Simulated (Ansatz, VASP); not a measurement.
## Two plane-wave programs on MoS2

INCAR

```
SYSTEM = MoS2
PREC = Accurate
ENCUT = 520
EDIFF = 1E-6
ISMEAR = 0
SIGMA = 0.05
LREAL = .False.
LASPH = .True.
NELM = 100
ALGO = Normal
ISIF = 2
LWAVE = .False.
LCHARG = .False.
GGA = PE
IVDW = 12
NBANDS = 35
```

KPOINTS

```
regular mesh
0
Gamma
  12 12 4
  0 0 0
```

Contents of POSCAR:

```
MoS2
1.0
    3.2019522193      0.0000000000      0.0000000000
   -1.6009761097      2.7729719636      0.0000000000
    0.0000000000      0.0000000000     12.2936995513
Mo S
2 4
Direct
    0.2592547420      0.6666666667      0.2500000000
    0.7407452580      0.3333333333      0.7500000000
    0.4069057449      0.6666666667      0.6204968003
    0.5930942551      0.3333333333      0.1204968003
    0.4069057449      0.6666666667      0.8795031997
    0.5930942551      0.3333333333      0.3795031997
```

Input for Ansatz:

```yaml
crystal:
  lattice:
    - [3.2019522193, 0.0, 0.0]
    - [-1.6009761097, 2.7729719636, 0.0]
    - [0.0, 0.0, 12.2936995513]
  atoms:
    - { symbol: Mo, position: [0.259254742, 0.6666666667, 0.25] }
    - { symbol: Mo, position: [0.740745258, 0.3333333333, 0.75] }
    - { symbol: S, position: [0.4069057449, 0.6666666667, 0.6204968003] }
    - { symbol: S, position: [0.5930942551, 0.3333333333, 0.1204968003] }
    - { symbol: S, position: [0.4069057449, 0.6666666667, 0.8795031997] }
    - { symbol: S, position: [0.5930942551, 0.3333333333, 0.3795031997] }
basis:
  ecutwfc: 420
kpoints:
  mp_grid: { grid: [12, 12, 4] }
hamiltonian:
  xc: pbe
  pseudopotentials: { kind: paw, azcp: { folder: soft_1 } }
  dispersion: d3bj
scf:
  occupations: { method: gaussian, width: 0.05 }
output:
  forces: true
  stress: true
  eigenvalues: true
```

Change from the starting cell: mode 4 frozen in at -0.233 Å, equal normal strain along x, y and z +0.0167.

Alike in both runs: task single point; functional PBE; dispersion D3(BJ); k mesh 12 × 12 × 4; occupations gaussian, width 0.05 eV; no spin polarisation.

|  | VASP | Ansatz |
| --- | --- | --- |
| version | VASP 6.6.1 | Ansatz 0.2.0 |
| potentials or method | VASP PAW PBE potentials, release 64 (Mo_sv, S), cutoff 520 eV | scalar-relativistic, plane waves, PAW |
| valence electrons in the cell | 52 | 52 |

```csv
,VASP,Ansatz,Ansatz less VASP
gap on the k mesh at the Fermi level (eV),0.82,0.81,-0.014
least direct gap on the mesh (eV),1.60,1.60,-0.003
pressure (GPa),-6.9,-6.8,+0.13
"traceless stress, the component that is largest in VASP (GPa)",-0.40,-0.37,+0.030
rms of the force components (eV/Å),0.375,0.371,-0.0048
```

Atom by atom the forces differ by 0.005 eV/Å (rms over components).
